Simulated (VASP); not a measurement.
Ce, 1 atom in the cell. It takes space group Fm-3m (No. 225, cubic). Conventional cell: a = 4.678 Å, b = 4.678 Å, c = 4.678 Å, α = 90.00°, β = 90.00°, γ = 90.00°. Ce (site symmetry m-3m) has 12 Ce at 3.31 Å within 4.4 Å. 

```yaml
Program: VASP 6.6.1
Task: single point
Functional: r2SCAN
Potentials_or_basis: VASP PAW PBE potentials, release 64 (Ce)
Cutoff: 520 eV
k_mesh: 12 × 12 × 12
Occupations: gaussian, width 0.6 eV
Spin: no spin polarisation
Dipole_correction: no
Further_INCAR_settings: ALGO = Normal; EDIFF = 1e-06; NBANDS = 12
```

Potentials or basis: VASP PAW PBE potentials, release 64 (Ce).

The run is started by

```sh
$ cat potpaw_PBE.64/Ce/POTCAR > POTCAR
$ cp INCAR.step1 INCAR
$ mpirun -np 1 vasp_std > vasp.out
$ cp INCAR.step2 INCAR
$ mpirun -np 1 vasp_std > vasp.out
```

Hardware: 1 thread of Intel(R) Xeon(R) Platinum 8488C (Sapphire Rapids) (shared host).

How long does it take, and how much memory?

Wall time 100 s on 1 thread of Intel(R) Xeon(R) Platinum 8488C (Sapphire Rapids) (shared host), peak memory 0.19 GiB. Counts: k points 72.
